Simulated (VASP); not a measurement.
# Ti3O4 (Cmmm) in VASP: single point with r2SCAN

Aim: the single point of Ti3O4 with r2SCAN.

Everything below comes from runs of VASP 6.6.1. Logs are shortened: lines on timing, memory, paths and dates and some standing lists are left out, and cuts for length are marked.

## 1. The cell of the first run

It takes space group Cmmm (No. 65, orthorhombic). Conventional cell: a = 5.840 Å, b = 8.143 Å, c = 3.014 Å, α = 90.00°, β = 90.00°, γ = 90.00°. Ti (site symmetry mmm) has 6 O at 2.04 to 2.09 Å within 2.7 Å. Within 2.7 Å of Ti (site symmetry 2/m) lie 6 O at 2.04 to 2.10 Å. O (site symmetry 2mm) has 4 Ti at 2.04 Å and 1 O at 2.75 Å within 2.8 Å. Within 2.8 Å of O (site symmetry m2m) lie 5 Ti at 2.09 to 2.10 Å.

## 2. Single point, r2SCAN, collinear spin

File POSCAR:

```
Ti3O4
1.0
    2.9202380355     -4.0715797757      0.0000000000
    2.9202380355      4.0715797757      0.0000000000
    0.0000000000      0.0000000000      3.0141737100
Ti O
3 4
Direct
    0.0000000000      0.0000000000      0.5000000000
    0.5000000000      0.0000000000      0.0000000000
    0.0000000000      0.5000000000      0.0000000000
    0.7650007800      0.7650007800      0.0000000000
    0.2571340100      0.7428659900      0.5000000000
    0.2349992200      0.2349992200      0.0000000000
    0.7428659900      0.2571340100      0.5000000000
```

File INCAR.step1:

```
PREC     = Accurate       # precision mode
ENCUT    = 520            # plane-wave cutoff, eV
ISMEAR   = 0              # smearing method
SIGMA    = 0.1            # smearing width, eV
LREAL    = False          # projectors in reciprocal space
LASPH    = True           # aspherical terms in the spheres
NELM     = 150            # most SCF steps
ISPIN    = 2              # spin polarisation
MAGMOM   = 1 1 1 0 0 0 0  # initial moments
LMAXMIX  = 4              # l up to which the mixer works
NBANDS   = 43             # bands
GGA      = PE             # functional
ALGO     = Normal         # electronic algorithm
EDIFF    = 1E-4           # SCF threshold, eV
LWAVE    = True           # write WAVECAR
LCHARG   = False          # write CHGCAR
```

File INCAR.step2:

```
PREC     = Accurate       # precision mode
ENCUT    = 520            # plane-wave cutoff, eV
EDIFF    = 1E-6           # SCF threshold, eV
ISMEAR   = 0              # smearing method
SIGMA    = 0.1            # smearing width, eV
LREAL    = False          # projectors in reciprocal space
LASPH    = True           # aspherical terms in the spheres
NELM     = 150            # most SCF steps
ALGO     = Normal         # electronic algorithm
ISIF     = 2              # what is computed and relaxed
LWAVE    = False          # write WAVECAR
LCHARG   = True           # write CHGCAR
ISPIN    = 2              # spin polarisation
MAGMOM   = 1 1 1 0 0 0 0  # initial moments
LORBIT   = 11             # projections on sites
LMAXMIX  = 4              # l up to which the mixer works
METAGGA  = R2SCAN         # meta-GGA
LMIXTAU  = True         
LELF     = True           # ELF
LVHAR    = True         
NBANDS   = 43             # bands
ISTART   = 1
```

File KPOINTS:

```
regular mesh
0
Gamma
  4 4 6
```

Potentials or basis: VASP PAW PBE potentials, release 64 (Ti_sv, O).

Started as:

```bash
$ cat potpaw_PBE.64/Ti_sv/POTCAR potpaw_PBE.64/O/POTCAR > POTCAR
$ cp INCAR.step1 INCAR
$ mpirun -np 1 vasp_std > vasp.out
$ cp INCAR.step2 INCAR
$ mpirun -np 1 vasp_std > vasp.out
```

OUTCAR:

```text
PREC = Accurate
   ENCUT = 520
   EDIFF = 1E-6
   ISMEAR = 0
   LREAL = False
   LASPH = True
   NELM = 150
   ISIF = 2
   ISPIN = 2
   LORBIT = 11
   METAGGA = R2SCAN
   ISTART = 1

 ion  position               nearest neighbor table
   1  0.000  0.000  0.500-   4 2.04   6 2.04   4 2.04   6 2.04   5 2.09   7 2.09
   2  0.500  0.000  0.000-   4 2.04   6 2.04   5 2.10   7 2.10   5 2.10   7 2.10   3 2.92   3 2.92

   3  0.000  0.500  0.000-   4 2.04   6 2.04   5 2.10   7 2.10   5 2.10   7 2.10   2 2.92   2 2.92

   4  0.765  0.765  0.000-   2 2.04   3 2.04   1 2.04   1 2.04
   5  0.257  0.743  0.500-   1 2.09   2 2.10   3 2.10   2 2.10   3 2.10
   6  0.235  0.235  0.000-   2 2.04   3 2.04   1 2.04   1 2.04
   7  0.743  0.257  0.500-   1 2.09   2 2.10   3 2.10   2 2.10   3 2.10

  LATTYP: Found a base centered orthorhombic cell.
 ALAT       =     5.8404760710
 B/A-ratio  =     1.3942629766
 C/A-ratio  =     0.5160835647

  Lattice vectors:

 A1 = (   2.9202380355,  -4.0715797757,   0.0000000000)
 A2 = (   2.9202380355,   4.0715797757,   0.0000000000)
 A3 = (   0.0000000000,   0.0000000000,   3.0141737100)

Analysis of symmetry for initial positions (statically):
=====================================================================
 Subroutine PRICEL returns:
 Original cell was already a primitive cell.

 Routine SETGRP: Setting up the symmetry group for a
 base centered orthorhombic supercell.

 Subroutine GETGRP returns: Found  8 space group operations
 (whereof  8 operations were pure point group operations)
 out of a pool of  8 trial point group operations.

The static configuration has the point symmetry D_2h.

Analysis of symmetry for dynamics (positions and initial velocities):
=====================================================================
 Subroutine PRICEL returns:
 Original cell was already a primitive cell.

 Routine SETGRP: Setting up the symmetry group for a
 base centered orthorhombic supercell.

 Subroutine GETGRP returns: Found  8 space group operations
 (whereof  8 operations were pure point group operations)
 out of a pool of  8 trial point group operations.

The dynamic configuration has the point symmetry D_2h.

Analysis of structural, dynamic, and magnetic symmetry:
=====================================================================
 Subroutine PRICEL returns:
 Original cell was already a primitive cell.

 Routine SETGRP: Setting up the symmetry group for a
 base centered orthorhombic supercell.

 Subroutine GETGRP returns: Found  8 space group operations
 (whereof  8 operations were pure point group operations)
 out of a pool of  8 trial point group operations.

The overall configuration has the point symmetry D_2h.

 Subroutine INISYM returns: Found  8 space group operations
 (whereof  8 operations are pure point group operations),
 and found     1 'primitive' translations

----------------------------------------------------------------------------------------

                                     Primitive cell

  volume of cell :      71.6769

  direct lattice vectors                    reciprocal lattice vectors
     2.920238036 -4.071579776  0.000000000     0.171218919 -0.122802457  0.000000000
     2.920238036  4.071579776  0.000000000     0.171218919  0.122802457  0.000000000
     0.000000000  0.000000000  3.014173710     0.000000000  0.000000000  0.331765882

  length of vectors
     5.010544088  5.010544088  3.014173710     0.210704442  0.210704442  0.331765882

  position of ions in fractional coordinates (direct lattice)
     0.000000000  0.000000000  0.500000000
     0.500000000  0.000000000  0.000000000
     0.000000000  0.500000000  0.000000000
     0.765000780  0.765000780  0.000000000
     0.257134010  0.742865990  0.500000000
     0.234999220  0.234999220  0.000000000
     0.742865990  0.257134010  0.500000000

  ion indices of the primitive-cell ions
   primitive index   ion index
                 1           1
                 2           2
                 3           3
                 4           4
                 5           5
                 6           6
                 7           7

----------------------------------------------------------------------------------------

 KPOINTS: regular mesh

Automatic generation of k-mesh.
 Grid dimensions read from file:
 generate k-points for:    4    4    6

 Generating k-lattice:

  Cartesian coordinates                     Fractional coordinates (reciprocal lattice)
     0.042804730 -0.030700614  0.000000000     0.250000000  0.000000000  0.000000000
     0.042804730  0.030700614  0.000000000     0.000000000  0.250000000  0.000000000
     0.000000000  0.000000000  0.055294314     0.000000000  0.000000000  0.166666667

  Length of vectors
     0.052676110  0.052676110  0.055294314

  Shift w.r.t. Gamma in fractional coordinates (k-lattice)
     0.000000000  0.000000000  0.000000000

 Subroutine IBZKPT returns following result:
 ===========================================

 Found     28 irreducible k-points:

 Following reciprocal coordinates:
            Coordinates               Weight
  0.000000  0.000000  0.000000      1.000000
  0.250000 -0.000000  0.000000      4.000000
  0.500000 -0.000000  0.000000      2.000000
  0.250000  0.250000  0.000000      2.000000
  0.500000  0.250000  0.000000      4.000000
 -0.250000  0.250000  0.000000      2.000000
[... 16 lines left out ...]
  0.250000 -0.000000  0.500000      4.000000
  0.500000 -0.000000  0.500000      2.000000
 [... further k-points ...]
   k-points           NKPTS =     28   k-points in BZ     NKDIM =     28   number of bands    NBANDS=     43
   number of dos      NEDOS =    301   number of ions     NIONS =      7
   total plane-waves  NPLWV =  38400
   dimension x,y,z NGX =    40 NGY =   40 NGZ =   24
   dimension x,y,z NGXF=    80 NGYF=   80 NGZF=   48
   ions per type =               3   4
   NGX,Y,Z   is equivalent  to a cutoff of  13.27, 13.27, 13.24 a.u.
   NGXF,Y,Z  is equivalent  to a cutoff of  26.54, 26.54, 26.47 a.u.
 SYSTEM =  unknown system
   PREC   = accura    normal or accurate (medium, high low for compatibility)
   ISTART =      1    job   : 0-new  1-cont  2-samecut
   ICHARG =      0    charge: 1-file 2-atom 10-const
   ISPIN  =      2    spin polarized calculation?
   LNONCOLLINEAR =      F non collinear calculations
   LSORBIT =      F    spin-orbit coupling
   LASPH  =      T    aspherical Exc in radial PAW
   ENCUT  =  520.0 eV  38.22 Ry    6.18 a.u.   9.32  9.32  5.60*2*pi/ulx,y,z
   NELM   =    150;   NELMIN=  2; NELMDL=  0     # of ELM steps
   EDIFF  = 0.1E-05   stopping-criterion for ELM
   LREAL  =      F    real-space projection
   EDIFFG = 0.1E-04   stopping-criterion for IOM
   NSW    =      0    number of steps for IOM
   IBRION =     -1    ionic relax: 0-MD 1-quasi-New 2-CG
   NFREE  =      0    steps in history (QN), initial steepest desc. (CG)
   ISIF   =      2    stress and relaxation
   ISYM   =      2    0-nonsym 1-usesym 2-fastsym
   POTIM  = 0.5000    time-step for ionic-motion
   TEBEG  =    0.0;   TEEND  =   0.0 temperature during run
   PSTRESS=    0.0 pullay stress
   NELECT =      60.0000    total number of electrons
   NUPDOWN=      -1.0000    fix difference up-down
   EMIN   =  10.00;   EMAX   =-10.00  energy-range for DOS
   EFERMI =   0.00;   METHOD = LEGACY
   ISMEAR =     0;   SIGMA  =   0.10  broadening in eV -4-tet -1-fermi 0-gaus
   EFERMI_NEDOS =   21; number of points for ismear=-14 and -15
   IALGO  =     38    algorithm
   IMIX   =      4    mixing-type and parameters
     AMIX     =   0.40;   BMIX     =  1.00
     AMIX_MAG =   1.60;   BMIX_MAG =  1.00
  volume/ion in A,a.u.               =      10.24        69.10
  Fermi-wavevector in a.u.,A,eV,Ry     =   1.542880  2.915620 32.388370  2.380478
  Thomas-Fermi vector in A             =   2.648622
   LORBIT       =     11    0 simple, 1 ext, 2 COOP (PROOUT), +10 PAW based schemes
   METAGGA = R2SCAN    functional components
   LHFCALC =     F    Hartree Fock is set to
   AEXX    =    0.0000 exact exchange contribution
   IVDW    =     0    specifies the selected vdW correction
   LEPSILON=     F    determine dielectric tensor
   LRPA    =     F    only Hartree local field effects (RPA)
 spin polarized calculation
 Gauss-broadening in eV      SIGMA  =   0.10
  energy-cutoff  :      520.00
  volume of cell :       71.68
 maximum number of plane-waves:      1958
 NGX is ok and might be reduce to    40
   NGX = 19   NGY = 19   NGZ = 11

 number of electron      60.0000003 magnetization      -0.0001173

 number of electron      60.0000003 magnetization       0.0006180

 Free energy of the ion-electron system (eV)
  ---------------------------------------------------
  ext. energy  EPLUGINS =         0.00000000
  ---------------------------------------------------
  free energy    TOTEN  =       -83.63664585 eV

  energy without entropy =      -83.61580569  energy(sigma->0) =      -83.62622577

 E-fermi :   9.4442     XC(G=0): -12.7180

 val. band max:        9.4409926467   @ k =   0.2500   0.2500   0.1667
 cond. band min:       9.4572364908   @ k =  -0.2500   0.2500   0.3333
 fundamental gap:      0.0162438440
 Fermi energy:         9.4441647740

 spin component 1

 k-point     1 :       0.0000    0.0000    0.0000
  band No.  band energies     occupation
      1     -51.2384      1.00000
      2     -51.1763      1.00000
      3     -50.9793      1.00000
      4     -26.9510      1.00000
      5     -26.7867      1.00000
      6     -26.4989      1.00000
[... 1069 lines left out ...]
     41      12.9166      0.00000
     42      13.0061      0.00000

 [... further k-points ...]

 spin component 2

 k-point     1 :       0.0000    0.0000    0.0000
  band No.  band energies     occupation
      1     -51.2380      1.00000
      2     -51.1758      1.00000
      3     -50.9795      1.00000
      4     -26.9507      1.00000
      5     -26.7866      1.00000
      6     -26.4986      1.00000
[... 1069 lines left out ...]
     41      12.9167      0.00000
     42      13.0060      0.00000

 [... further k-points ...]

 [bands above 42 left out]

------------------------ aborting loop because EDIFF is reached ----------------------------------------

  FORCE on cell =-STRESS in cart. coord.  units (eV):
  Direction    XX          YY          ZZ          XY          YZ          ZX
  --------------------------------------------------------------------------------------
  -------------------------------------------------------------------------------------
  Total        0.5651106      0.0428765     -0.4854878      0.0000000      0.0000000      0.0000000
  in kB       12.6317803      0.9584088    -10.8519912      0.0000000      0.0000000      0.0000000
  external PRESSURE =       0.9127326 kB  Pullay stress =       0.0000000 kB

 VOLUME and BASIS-vectors are now :
 -----------------------------------------------------------------------------
  energy-cutoff  :      520.00
  volume of cell :       71.68
      direct lattice vectors                 reciprocal lattice vectors
     2.920238036 -4.071579776  0.000000000     0.171218919 -0.122802457  0.000000000
     2.920238036  4.071579776  0.000000000     0.171218919  0.122802457  0.000000000
     0.000000000  0.000000000  3.014173710     0.000000000  0.000000000  0.331765882

 POSITION                                       TOTAL-FORCE (eV/Angst)
 -----------------------------------------------------------------------------------
      0.00000      0.00000      1.50709         0.000000     -0.000000      0.000000
      1.46012     -2.03579      0.00000         0.000000     -0.000000      0.000000
      1.46012      2.03579      0.00000         0.000000     -0.000000      0.000000
      4.46797      0.00000      0.00000        -0.012790     -0.000000     -0.000000
      2.92024      1.97770      1.50709         0.000000     -0.023558      0.000000
      1.37251      0.00000      0.00000         0.012790     -0.000000      0.000000
      2.92024     -1.97770      1.50709         0.000000      0.023558      0.000000
 -----------------------------------------------------------------------------------
    total drift:                                0.000000     -0.000000      0.000000

  FREE ENERGIE OF THE ION-ELECTRON SYSTEM (eV)
  ---------------------------------------------------
  free  energy   TOTEN  =       -83.6366458510 eV

  energy  without entropy=      -83.6158056927  energy(sigma->0) =      -83.62622577

 total charge

# of ion       s       p       d       tot
------------------------------------------
    1        2.178   6.221   1.982  10.380
    2        2.155   6.179   1.920  10.254
    3        2.155   6.179   1.920  10.254
    4        1.570   3.525   0.000   5.095
    5        1.562   3.530   0.000   5.092
    6        1.570   3.525   0.000   5.095
    7        1.562   3.530   0.000   5.092
--------------------------------------------------
tot         12.752  32.688   5.821  51.261

 magnetization (x)

# of ion       s       p       d       tot
------------------------------------------
    1       -0.000  -0.000  -0.000  -0.000
    2        0.000   0.000   0.000   0.000
    3        0.000   0.000   0.000   0.000
    4       -0.000  -0.000   0.000  -0.000
    5        0.000   0.000   0.000   0.000
    6       -0.000  -0.000   0.000  -0.000
    7        0.000   0.000   0.000   0.000
--------------------------------------------------
tot          0.000   0.000   0.001   0.001
```

It took 9.6 min on 1 thread of Intel Xeon Platinum 8259CL at 2.50GHz (Skylake/Cascade Lake), shared host; peak memory 0.31 GiB.

Results:

| Quantity | Value |
| --- | --- |
| Free energy | -83.6366 eV |
| Pressure | 0.1 GPa |
| Largest force | 0.024 eV/Å |
| Band gap on the k mesh | zero (filled and empty bands overlap) |
| Net moment | 0.00 μB per cell |
| Valence electrons inside the program's atomic spheres | Ti 10.38, 10.25 (each value once); O 5.09 |

Forces in eV/Å, atoms in the order of the input:
```
Ti   0.000  0.000  0.000
Ti   0.000  0.000  0.000
Ti   0.000  0.000  0.000
O   -0.013  0.000  0.000
O    0.000 -0.024  0.000
O    0.013  0.000  0.000
O    0.000  0.024  0.000
```

Levels at points of the mesh, in eV from the Fermi level:
Spin up:
```csv
k point,band 28,band 29,band 30,band 31,band 32,band 33
"(0.00, 0.00, 0.00)",-4.27,-2.52,-0.50,0.05,0.51,1.00
"(0.50, 0.00, 0.00)",-4.52,-0.67,-0.60,0.07,0.44,0.68
"(0.50, 0.50, 0.00)",-4.86,-2.32,0.29,0.66,0.68,0.88
"(0.00, 0.00, 0.50)",-5.37,0.43,0.46,0.63,0.73,0.82
"(0.50, 0.00, 0.50)",-5.09,-0.80,-0.60,0.45,0.48,1.45
"(0.50, 0.50, 0.50)",-5.34,-2.25,-1.96,0.97,1.49,1.66
```
Spin down:
```tsv
k point	band 26	band 27	band 28	band 29	band 30	band 31	band 32	band 33	band 34	band 35
(0.00, 0.00, 0.00)	-4.64	-4.58	-4.27	-2.52	-0.49	0.05	0.51	1.00	1.37	1.43
(0.50, 0.00, 0.00)	-6.38	-4.93	-4.52	-0.67	-0.59	0.07	0.44	0.68	0.97	1.05
(0.50, 0.50, 0.00)	-5.47	-5.23	-4.86	-2.32	0.29	0.66	0.68	0.88	1.09	1.10
(0.00, 0.00, 0.50)	-6.37	-6.05	-5.37	0.43	0.46	0.63	0.73	0.82	0.89	0.98
(0.50, 0.00, 0.50)	-6.12	-5.59	-5.09	-0.80	-0.60	0.45	0.48	1.45	1.46	1.69
(0.50, 0.50, 0.50)	-5.39	-5.34	-5.34	-2.25	-1.96	0.98	1.49	1.66	1.69	2.03
```

Caveat: the PAW data sets were made with another functional, which shifts forces and pressure a little; semilocal functionals often make such compounds metallic where correlation or magnetic order opens a gap, which also shifts bond lengths.
